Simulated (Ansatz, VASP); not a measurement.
HfH8: VASP beside Ansatz

File INCAR:

```
ALGO = Normal
EDIFF = 1E-6
ENCUT = 520
GGA = PE
ISIF = 2
ISMEAR = 0
LASPH = True
LCHARG = False
LREAL = False
LWAVE = False
NBANDS = 19
NELM = 100
PREC = Accurate
SIGMA = 0.1
```

KPOINTS

```
k-points
0
Gamma
  14 14 14
```

File POSCAR:

```
HfH8
1.0
   -2.6840942965      2.6840942965      1.7279078595
    2.6840942965     -2.6840942965      1.7279078595
    2.6840942965      2.6840942965     -1.7279078595
Hf H
1 8
Direct
    0.0000000000      0.0000000000      0.0000000000
    0.3281987175      0.3281987175      0.6563974349
    0.6718012825      0.6718012825      0.3436025651
    0.6718012825      0.3281987175      0.0000000000
    0.0000000000      0.5734892690      0.5734892690
    0.4265107310      0.0000000000      0.4265107310
    0.5734892690      0.0000000000      0.5734892690
    0.0000000000      0.4265107310      0.4265107310
    0.3281987175      0.6718012825      0.0000000000
```

Input for Ansatz:

```yaml
crystal:
  lattice:
    - [-2.6840942965, 2.6840942965, 1.7279078595]
    - [2.6840942965, -2.6840942965, 1.7279078595]
    - [2.6840942965, 2.6840942965, -1.7279078595]
  atoms:
    - { symbol: Hf, position: [0.0, 0.0, 0.0] }
    - { symbol: H, position: [0.3281987175, 0.3281987175, 0.6563974349] }
    - { symbol: H, position: [0.6718012825, 0.6718012825, 0.3436025651] }
    - { symbol: H, position: [0.6718012825, 0.3281987175, 0.0] }
    - { symbol: H, position: [0.0, 0.573489269, 0.573489269] }
    - { symbol: H, position: [0.426510731, 0.0, 0.426510731] }
    - { symbol: H, position: [0.573489269, 0.0, 0.573489269] }
    - { symbol: H, position: [0.0, 0.426510731, 0.426510731] }
    - { symbol: H, position: [0.3281987175, 0.6718012825, 0.0] }
basis:
  ecutwfc: 420
kpoints:
  mp_grid: { grid: [14, 14, 14] }
  band_path:
    path:
      - [[0.0, 0.0, 0.0], [0.0, 0.0, 0.5], [-0.5, 0.5, 0.5], [0.0, 0.0, 0.0], [0.35360617, 0.35360617, -0.35360617]]
      - [[-0.35360617, 0.64639383, 0.35360617], [-0.5, 0.5, 0.5]]
      - [[0.0, 0.0, 0.5], [0.25, 0.25, 0.25], [0.0, 0.5, 0.0], [0.0, 0.0, 0.0]]
    npoints: 14
hamiltonian:
  xc: pbe
scf:
  occupations: { method: gaussian, width: 0.1 }
  n_extra_bands: 22
output:
  forces: true
  stress: true
  eigenvalues: true
  populations: true
  dos: { projected: true, de: 0.02, nscf_kmesh: { grid: [17, 17, 17] } }
  bader: true
  write_density: true
  write_potential: true
  elf: true
  volumetric_format: npy
```

Alike in both runs: task single point; functional PBE; k mesh 14 × 14 × 14; occupations gaussian, width 0.1 eV; no spin polarisation.

|  | VASP | Ansatz |
| --- | --- | --- |
| version | VASP 6.6.1 | Ansatz 0.2.0 |
| potentials or method | VASP PAW PBE potentials, release 64 (Hf_pv, H), cutoff 520 eV | scalar-relativistic, plane waves, PAW |
| valence electrons in the cell | 18 | 34 |

|  | VASP | Ansatz | Ansatz less VASP |
| --- | --- | --- | --- |
| gap on the k mesh at the Fermi level (eV) | none | none | - |
| pressure (GPa) | -0.8 | 0.0 | +0.80 |
| traceless stress, the component that is largest in VASP (GPa) | -0.08 | -0.01 | +0.077 |
| rms of the force components (eV/Å) | 0.004 | 0.000 | -0.0039 |

Atom by atom the forces differ by 0.004 eV/Å (rms over components). A gap of «none» marks a metal or a gap that the smearing closes. VASP's potentials hold 18 valence electrons a cell and Ansatz's 34, so a difference there can come from the potentials and not from the codes.

Spin-orbit coupling is off throughout.
